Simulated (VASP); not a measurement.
# BaS in VASP: settings compared, part 2 of 2

VASP 6.6.1. Earlier steps stand in the parts before.

### Step 3. Single point, r2SCAN

Contents of POSCAR:

```
BaS
1.0
    5.3813150886      0.0000000000      0.0000000000
   -2.6906575443      4.6603555725      0.0000000000
    0.0000000000      0.0000000000      6.3841780166
Ba S
2 2
Direct
    0.3333333333      0.6666666667      0.4365517913
    0.6666666667      0.3333333333      0.9365517913
    0.3333333333      0.6666666667     -0.0634168613
    0.6666666667      0.3333333333      0.4365831387
```

Contents of INCAR.step1:

```
SYSTEM = BaS
  ALGO = Normal
  EDIFF = 1E-4
  ENCUT = 520
  GGA = PE
  ISMEAR = 0
  LASPH = .TRUE.
  LCHARG = .FALSE.
  LREAL = .FALSE.
  LWAVE = .TRUE.
  NBANDS = 24
  NELM = 100
  PREC = Accurate
  SIGMA = 0.02
```

Contents of INCAR.step2:

```
SYSTEM = BaS
  ALGO = Normal
  EDIFF = 1E-6
  ENCUT = 520
  ISIF = 2
  ISMEAR = 0
  ISTART = 1
  LASPH = .TRUE.
  LCHARG = .FALSE.
  LMIXTAU = .TRUE.
  LREAL = .FALSE.
  LWAVE = .FALSE.
  METAGGA = R2SCAN
  NBANDS = 24
  NELM = 100
  PREC = Accurate
  SIGMA = 0.02
```

Contents of KPOINTS:

```
k-points
0
G
  6 6 4
  0 0 0
```

Potentials or basis: VASP PAW PBE potentials, release 64 (Ba_sv, S).

On the command line:

```sh
$ cat potpaw_PBE.64/Ba_sv/POTCAR potpaw_PBE.64/S/POTCAR > POTCAR
$ cp INCAR.step1 INCAR
$ mpirun -np 1 vasp_std > vasp.out
$ cp INCAR.step2 INCAR
$ mpirun -np 1 vasp_std > vasp.out
```

OUTCAR:

```text
SYSTEM = BaS
   EDIFF = 1E-6
   ENCUT = 520
   ISIF = 2
   ISMEAR = 0
   ISTART = 1
   LASPH = .TRUE.
   LREAL = .FALSE.
   METAGGA = R2SCAN
   NELM = 100
   PREC = Accurate

 ion  position               nearest neighbor table
   1  0.333  0.667  0.437-   4 3.11   4 3.11   4 3.11   3 3.19   3 3.19   2 4.45   2 4.45   2 4.45
                             2 4.45   2 4.45   2 4.45
   2  0.667  0.333  0.937-   3 3.11   3 3.11   3 3.11   4 3.19   4 3.19   1 4.45   1 4.45   1 4.45
                             1 4.45   1 4.45   1 4.45
   3  0.333  0.667  0.937-   2 3.11   2 3.11   2 3.11   1 3.19   1 3.19
   4  0.667  0.333  0.437-   1 3.11   1 3.11   1 3.11   2 3.19   2 3.19

  LATTYP: Found a hexagonal cell.
 ALAT       =     5.3813150886
 C/A-ratio  =     1.1863601948

  Lattice vectors:

 A1 = (   5.3813150886,   0.0000000000,   0.0000000000)
 A2 = (  -2.6906575443,   4.6603555725,   0.0000000000)
 A3 = (   0.0000000000,   0.0000000000,   6.3841780166)

Analysis of symmetry for initial positions (statically):
=====================================================================
 Subroutine PRICEL returns:
 Original cell was already a primitive cell.

 Routine SETGRP: Setting up the symmetry group for a
 hexagonal supercell.

 Subroutine GETGRP returns: Found 12 space group operations
 (whereof  6 operations were pure point group operations)
 out of a pool of 24 trial point group operations.

The static configuration has the point symmetry C_3v.
 The point group associated with its full space group is C_6v.

Analysis of symmetry for dynamics (positions and initial velocities):
=====================================================================
 Subroutine PRICEL returns:
 Original cell was already a primitive cell.

 Routine SETGRP: Setting up the symmetry group for a
 hexagonal supercell.

 Subroutine GETGRP returns: Found 12 space group operations
 (whereof  6 operations were pure point group operations)
[... 120 lines left out ...]
   IALGO  =     38    algorithm
   IMIX   =      4    mixing-type and parameters
     AMIX     =   0.40;   BMIX     =  1.00
     AMIX_MAG =   1.60;   BMIX_MAG =  1.00
  volume/ion in A,a.u.               =      40.03       270.12
  Fermi-wavevector in a.u.,A,eV,Ry     =   0.957166  1.808782 12.465210  0.916167
  Thomas-Fermi vector in A             =   2.086160
   LORBIT       =      0    0 simple, 1 ext, 2 COOP (PROOUT), +10 PAW based schemes
   METAGGA = R2SCAN    functional components
   LHFCALC =     F    Hartree Fock is set to
   AEXX    =    0.0000 exact exchange contribution
   IVDW    =     0    specifies the selected vdW correction
   LEPSILON=     F    determine dielectric tensor
   LRPA    =     F    only Hartree local field effects (RPA)
 non-spin polarized calculation
 Gauss-broadening in eV      SIGMA  =   0.02
  energy-cutoff  :      520.00
  volume of cell :      160.11
 maximum number of plane-waves:      4344
   NGX = 21   NGY = 21   NGZ = 23

 number of electron      31.9999998 magnetization

 Free energy of the ion-electron system (eV)
  ---------------------------------------------------
  ext. energy  EPLUGINS =         0.00000000
  ---------------------------------------------------
  free energy    TOTEN  =       -77.86689520 eV

  energy without entropy =      -77.86689520  energy(sigma->0) =      -77.86689520

 E-fermi :   0.3315     XC(G=0):  -7.9699

 val. band max:        0.2172065188   @ k =   0.0000   0.0000   0.0000
 cond. band min:       3.0391301460   @ k =   0.3333   0.3333   0.0000
 fundamental gap:      2.8219236272
 Fermi energy:         0.3315134883

 k-point     1 :       0.0000    0.0000    0.0000
  band No.  band energies     occupation
      1     -26.7912      2.00000
      2     -26.7371      2.00000
      3     -11.8375      2.00000
      4     -11.6826      2.00000
      5     -11.6826      2.00000
      6     -11.5267      2.00000
[... 556 lines left out ...]
     23       6.9250      0.00000
     24       6.9250      0.00000

------------------------ aborting loop because EDIFF is reached ----------------------------------------

  FORCE on cell =-STRESS in cart. coord.  units (eV):
  Direction    XX          YY          ZZ          XY          YZ          ZX
  --------------------------------------------------------------------------------------
  -------------------------------------------------------------------------------------
  Total        0.4159551      0.4159551      0.4921668     -0.0000000      0.0000000     -0.0000000
  in kB        4.1624072      4.1624072      4.9250474     -0.0000000      0.0000000     -0.0000000
  external PRESSURE =       4.4166206 kB  Pullay stress =       0.0000000 kB

 VOLUME and BASIS-vectors are now :
 -----------------------------------------------------------------------------
  energy-cutoff  :      520.00
  volume of cell :      160.11
      direct lattice vectors                 reciprocal lattice vectors
     5.381315089  0.000000000  0.000000000     0.185828182  0.107287951  0.000000000
    -2.690657544  4.660355573  0.000000000     0.000000000  0.214575902  0.000000000
     0.000000000  0.000000000  6.384178017     0.000000000  0.000000000  0.156637236

 POSITION                                       TOTAL-FORCE (eV/Angst)
 -----------------------------------------------------------------------------------
     -0.00000      3.10690      2.78702         0.000000      0.000000      0.000307
      2.69066      1.55345      5.97911        -0.000000     -0.000000      0.000307
     -0.00000      3.10690      5.97931        -0.000000      0.000000     -0.000307
      2.69066      1.55345      2.78722         0.000000      0.000000     -0.000307
 -----------------------------------------------------------------------------------
    total drift:                                0.000000     -0.000000     -0.003712

  FREE ENERGIE OF THE ION-ELECTRON SYSTEM (eV)
  ---------------------------------------------------
  free  energy   TOTEN  =       -77.8668952017 eV

  energy  without entropy=      -77.8668952017  energy(sigma->0) =      -77.86689520
```

Wall time 3.5 min (1 thread of Intel Xeon Platinum 8488C (Sapphire Rapids), shared host); peak memory 0.33 GiB.

Results:

```yaml
Free_energy: -77.8669 eV
Pressure: 0.4 GPa
Band_gap_on_the_k_mesh: 2.82 eV (least direct gap 2.97 eV)
```

Levels at points of the mesh, in eV from the valence-band top:
```tsv
k point	band 14	band 15	band 16	band 17	band 18	band 19
(0.00, 0.00, 0.00)	-0.88	-0.43	0.00	3.08	4.15	4.15
(0.50, 0.00, 0.00)	-0.41	-0.33	-0.31	3.52	3.70	3.85
(0.00, 0.00, 0.50)	-1.01	-1.01	-1.01	4.10	4.10	5.99
(0.50, 0.00, 0.50)	-0.86	-0.51	-0.51	4.19	4.19	5.42
```

Caveat: the PAW data sets were made with another functional, which shifts forces and pressure a little; spin-orbit coupling is left out, which moves the levels of the heavy elements.

### Step 4. Single point, PBE

This run uses another cell than the first one: it holds 8 atoms, not 4.

Contents of INCAR:

```
SYSTEM = BaS
PREC     = Accurate       ! precision mode
ENCUT    = 520            ! plane-wave cutoff, eV
EDIFF    = 1E-6           ! SCF threshold, eV
ISMEAR   = 0              ! smearing method
SIGMA    = 0.1            ! smearing width, eV
LREAL    = .FALSE.        ! projectors in reciprocal space
LASPH    = .TRUE.         ! aspherical terms in the spheres
NELM     = 80             ! most SCF steps
ALGO     = Normal         ! electronic algorithm
ISIF     = 2              ! what is computed and relaxed
LWAVE    = .FALSE.        ! write WAVECAR
LCHARG   = .FALSE.        ! write CHGCAR
GGA      = PE             ! functional
NBANDS   = 42             ! bands
```

Contents of KPOINTS:

```
regular mesh
0
G
  4 2 2
  0 0 0
```

Contents of POSCAR:

```
BaS
1.0
   -5.3813150886      0.0000000000      0.0000000000
    0.0000000000      0.0000000000     -6.3841780166
    0.0000000000     -9.3207111450      0.0000000000
Ba S
4 4
Direct
    1.0000000000      0.5634482087      0.6666666667
    0.5000000000      0.5634482087      0.1666666667
    0.5000000000      0.0634482087      0.8333333333
    0.0000000000      0.0634482087      0.3333333333
    1.0000000000      0.0634168613      0.6666666667
    0.5000000000      0.0634168613      0.1666666667
    0.5000000000      0.5634168613      0.8333333333
    0.0000000000      0.5634168613      0.3333333333
```

On the command line:

```sh
$ cat potpaw_PBE.64/Ba_sv/POTCAR potpaw_PBE.64/S/POTCAR > POTCAR
$ mpirun -np 1 vasp_std > vasp.out
```

It took 2.5 min on 1 thread of Intel Xeon Platinum 8488C (Sapphire Rapids), shared host; peak memory 0.41 GiB.

Results (log left out):

```yaml
Free_energy: -39.7987 eV
Pressure: 0.7 GPa
Band_gap_on_the_k_mesh: 2.50 eV
```

Stress tensor (GPa, compression positive):
```
0.37 0.00 0.00
0.00 0.37 0.00
0.00 0.00 1.28
```

Levels at points of the mesh, in eV from the valence-band top:
| k point | band 30 | band 31 | band 32 | band 33 | band 34 | band 35 |
| --- | --- | --- | --- | --- | --- | --- |
| (0.00, 0.00, 0.00) | -0.35 | -0.32 | 0.00 | 2.75 | 3.08 | 3.39 |
| (0.50, 0.00, 0.00) | -0.32 | -0.26 | -0.26 | 2.63 | 2.63 | 3.15 |
| (0.00, 0.50, 0.00) | -0.86 | -0.52 | -0.52 | 3.76 | 3.76 | 3.87 |
| (0.50, 0.50, 0.00) | -0.53 | -0.53 | -0.53 | 3.61 | 3.61 | 3.61 |
| (0.00, 0.00, 0.50) | -0.45 | -0.16 | -0.16 | 3.32 | 3.32 | 3.66 |
| (0.50, 0.00, 0.50) | -0.35 | -0.32 | -0.32 | 3.08 | 3.08 | 3.39 |
| (0.00, 0.50, 0.50) | -0.78 | -0.78 | -0.78 | 4.44 | 4.44 | 4.44 |
| (0.50, 0.50, 0.50) | -0.52 | -0.52 | -0.52 | 3.87 | 3.87 | 3.87 |

Caveat: the k points lie up to 0.49 Å⁻¹ apart; spin-orbit coupling is left out, which moves the levels of the heavy elements. A k mesh can miss the band edges.

### Step 5. Single point, PBE

This run uses another cell than the first one: it holds 8 atoms, not 4.

Contents of INCAR:

```
SYSTEM = BaS
ALGO = Normal
EDIFF = 1E-7
ENCUT = 520
GGA = PE
ISIF = 2
ISMEAR = 0
LASPH = .TRUE.
LCHARG = .FALSE.
LREAL = .FALSE.
LWAVE = .FALSE.
NBANDS = 42
NELM = 100
PREC = Accurate
SIGMA = 0.1
```

Contents of KPOINTS:

```
k-points
0
G
  4 2 2
  0 0 0
```

Contents of POSCAR:

```
BaS
1.0
   -5.3874459478      0.0223386364      0.0006557795
    0.0010402175      0.0002253406     -6.4450633833
    0.0387292676     -9.2827113127      0.0002123456
Ba S
4 4
Direct
    1.0003755697      0.5630821946      0.6672245653
    0.4978628538      0.5634433160      0.1670575586
    0.5013278518      0.0633198349      0.8327271095
    0.0001728752      0.0633981128      0.3327506213
    0.9999468749      0.0635306745      0.6669475034
    0.4982340225      0.0638100049      0.1668223756
    0.5028382617      0.5634406026      0.8334844050
   -0.0007583097      0.5634355398      0.3329858611
```

On the command line:

```sh
$ cat potpaw_PBE.64/Ba_sv/POTCAR potpaw_PBE.64/S/POTCAR > POTCAR
$ mpirun -np 1 vasp_std > vasp.out
```

Run time: 2.7 min. Hardware: 1 thread of Intel Xeon Platinum 8488C (Sapphire Rapids), shared host; peak memory 0.4 GiB.

The run converged. Its results:

| Quantity | Value |
| --- | --- |
| Free energy | -39.8130 eV |
| Pressure | 0.4 GPa |
| Largest force | 0.018 eV/Å |
| Band gap on the k mesh | 2.53 eV |

Forces in eV/Å, atoms in the order of the input:
```
Ba   0.004  0.001 -0.007
Ba   0.006 -0.008 -0.002
Ba  -0.015 -0.006 -0.001
Ba  -0.003  0.000 -0.001
S    0.007  0.003  0.005
S    0.005 -0.001  0.006
S    0.007  0.016  0.001
S   -0.010 -0.006 -0.001
```

Stress tensor (GPa, compression positive):
```
0.34 0.04 0.00
0.04 0.38 0.00
0.00 0.00 0.48
```

Levels at points of the mesh, in eV from the valence-band top:
```csv
k point,band 30,band 31,band 32,band 33,band 34,band 35
"(0.00, 0.00, 0.00)",-0.36,-0.29,0.00,2.77,3.10,3.43
"(0.50, 0.00, 0.00)",-0.32,-0.24,-0.24,2.66,2.66,3.16
"(0.00, 0.50, 0.00)",-0.82,-0.48,-0.48,3.79,3.79,3.88
"(0.50, 0.50, 0.00)",-0.49,-0.49,-0.49,3.60,3.60,3.61
"(0.00, 0.00, 0.50)",-0.46,-0.17,-0.16,3.34,3.35,3.70
"(0.50, 0.00, 0.50)",-0.35,-0.29,-0.28,3.10,3.14,3.41
"(0.00, 0.50, 0.50)",-0.75,-0.74,-0.74,4.45,4.46,4.46
"(0.50, 0.50, 0.50)",-0.48,-0.48,-0.48,3.87,3.87,3.88
```

Caveat: the k points lie up to 0.49 Å⁻¹ apart; spin-orbit coupling is left out, which moves the levels of the heavy elements. A k mesh can miss the band edges.

### Step 6. Summary

| level | cell | k mesh | smearing | gap on the mesh (eV) | pressure (GPa) |
| --- | --- | --- | --- | --- | --- |
| PBE | a = 5.381, b = 5.381, c = 6.384 Å, angles 90.0, 90.0, 120.0°, 4 atoms, atomic positions A | 6 × 6 × 4 | gaussian 0.02 eV | 2.47 | 0.5 |
| r2SCAN | a = 5.381, b = 5.381, c = 6.384 Å, angles 90.0, 90.0, 120.0°, 4 atoms, atomic positions A | 6 × 6 × 4 | gaussian 0.02 eV | 2.82 | 0.4 |
| PBE | a = 5.381, b = 6.384, c = 9.321 Å, 8 atoms, atomic positions B | 4 × 2 × 2 | gaussian 0.1 eV | 2.50 | 0.7 |
| PBE | a = 5.387, b = 6.445, c = 9.283 Å, angles 90.0, 90.5, 90.0°, 8 atoms, atomic positions C | 4 × 2 × 2 | gaussian 0.1 eV | 2.53 | 0.4 |

Alike in all rows: task single point; potentials or basis VASP PAW PBE potentials, release 64 (Ba_sv, S); no spin polarisation; cutoff (eV) 520.

Caveats: some runs use coarse meshes; spin-orbit coupling is left out, which moves the levels of the heavy elements; the PAW data sets were made with another functional, which shifts forces and pressure a little (at least some runs).

Total energies depend on the potentials used, so only differences within one code and one set of settings carry meaning.
